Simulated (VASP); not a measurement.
Wanted: the native input for a VASP 6.6.1 run.

- Task: single point
- Functional: r2SCAN
- Potentials or basis: VASP PAW PBE potentials, release 64 (Ba_sv, Ti_sv, O)
- Cutoff: 520 eV
- k mesh: 6 × 6 × 6
- Occupations: gaussian, width 0.02 eV
- Spin: no spin polarisation
- Hubbard terms: Ti d U = 4.0 eV
- Dipole correction: no
- Further INCAR settings: ALGO = Normal; EDIFF = 1e-06; NBANDS = 28

Crystal: BaTiO3.

```
Ba Ti O
1.0
     2.75175    1.58872    2.25129
    -2.75175    1.58872    2.25129
     0.00000   -3.17745    2.25129
Ba Ti O
1 1 3
Direct
  0.99423 0.99423 0.99423
  0.49423 0.49423 0.49423
  0.49421 0.99422 0.49421
  0.49421 0.49421 0.99422
  0.99422 0.49421 0.49421
```

This cell differs from its parent crystal: equal strain along all axes, cell held: -3.0 %, then relaxed in part.

These files were run (other wordings do the same):

POSCAR

```
BaTiO3
1.0
    2.7517517574      1.5887246178      2.2512878446
   -2.7517517574      1.5887246178      2.2512878446
    0.0000000000     -3.1774492357      2.2512878446
Ba Ti O
1 1 3
Direct
   -0.0057724704     -0.0057724704     -0.0057724704
    0.4942261982      0.4942261982      0.4942261982
    0.4942132635      0.9942207452      0.4942132635
    0.4942132635      0.4942132635      0.9942207452
    0.9942207452      0.4942132635      0.4942132635
```

INCAR.step1

```
ALGO = Normal
EDIFF = 1E-4
ENCUT = 520
GGA = PE
ISMEAR = 0
LASPH = True
LCHARG = False
LDAU = True
LDAUJ = 0 0 0
LDAUL = -1 2 -1
LDAUTYPE = 2
LDAUU = 0 4 0
LMAXMIX = 4
LREAL = False
LWAVE = True
NBANDS = 28
NELM = 150
PREC = Accurate
SIGMA = 0.02
```

INCAR.step2

```
ALGO = Normal
EDIFF = 1E-6
ENCUT = 520
ISIF = 2
ISMEAR = 0
ISTART = 1
LASPH = True
LCHARG = True
LDAU = True
LDAUJ = 0 0 0
LDAUL = -1 2 -1
LDAUPRINT = 1
LDAUTYPE = 2
LDAUU = 0 4 0
LELF = True
LMAXMIX = 4
LMIXTAU = True
LREAL = False
LVHAR = True
LWAVE = False
METAGGA = R2SCAN
NBANDS = 28
NELM = 150
PREC = Accurate
SIGMA = 0.02
```

KPOINTS

```
k-points
0
Gamma
  6 6 6
```

Potentials or basis: VASP PAW PBE potentials, release 64 (Ba_sv, Ti_sv, O).

Command:

```sh
$ cat potpaw_PBE.64/Ba_sv/POTCAR potpaw_PBE.64/Ti_sv/POTCAR potpaw_PBE.64/O/POTCAR > POTCAR
$ cp INCAR.step1 INCAR
$ mpirun -np 1 vasp_std > vasp.out
$ cp INCAR.step2 INCAR
$ mpirun -np 1 vasp_std > vasp.out
```

It gave:

```yaml
Pressure: 23.1 GPa
Largest_force: 0.007 eV/Å
Band_gap_on_the_k_mesh: 2.88 eV (least direct gap 2.98 eV)
```

Caveat: the cell differs from its parent crystal (equal strain along all axes, cell held: -3.0 %, then relaxed in part); the cell stands under pressure; the PAW data sets were made with another functional, which shifts forces and pressure a little; spin-orbit coupling is left out, which moves the levels of the heavy elements.

Run time: 3.1 min on 1 thread of AMD EPYC 7R13 Processor (Zen 3), with other jobs on the host, peak memory 0.18 GiB.
